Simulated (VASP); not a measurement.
# KCl: single point with PBE

The system is KCl.

```xyz
2
Lattice="0.0000 3.1448 3.1448 3.2392 0.0000 3.1448 3.2392 3.1448 0.0000" Properties=species:S:1:pos:R:3 pbc="T T T"
K     0.0000    0.0000    0.0000
Cl    3.2392    3.1448    3.1448
```

This cell differs from its parent crystal: uniaxial x strain +3.0%.

- Program: VASP 6.6.1
- Task: single point
- Functional: PBE
- Potentials or basis: VASP PAW PBE potentials, release 64 (K_sv, Cl)
- Cutoff: 520 eV
- k mesh: 8 × 8 × 8
- Occupations: fermi-dirac, width 0.02 eV
- Spin: no spin polarisation
- Dipole correction: no
- Further INCAR settings: ALGO = Normal; EDIFF = 1e-06; NBANDS = 15

The pressure is 0.3 GPa and the band gap on the k mesh is 5.08 eV, direct.

Stress tensor (GPa, compression positive):
```
-0.31  0.00  0.00
 0.00  0.60  0.00
 0.00  0.00  0.60
```

Levels at points of the mesh, in eV from the valence-band top:
```tsv
k point	band 4	band 5	band 6	band 7	band 8	band 9	band 10	band 11	band 12	band 13
(0.00, 0.00, 0.00)	-10.73	-10.73	-0.01	0.00	0.00	5.08	8.24	8.42	8.42	9.16
(0.50, 0.00, 0.00)	-10.73	-10.50	-1.01	-0.31	-0.31	7.50	8.48	10.41	10.45	11.18
(0.50, 0.50, 0.00)	-10.79	-10.78	-0.63	-0.24	-0.23	6.54	8.23	9.96	10.21	10.52
(0.00, 0.50, 0.50)	-10.77	-10.77	-0.67	-0.20	-0.20	6.58	8.20	9.78	10.14	10.50
```

It took 54 s on 1 thread of Intel(R) Xeon(R) Platinum 8375C CPU @ 2.90GHz (Ice Lake) (shared host), peak memory 0.23 GiB.

Caveat: the cell differs from its parent crystal (uniaxial x strain +3.0%). A k mesh can miss the band edges.
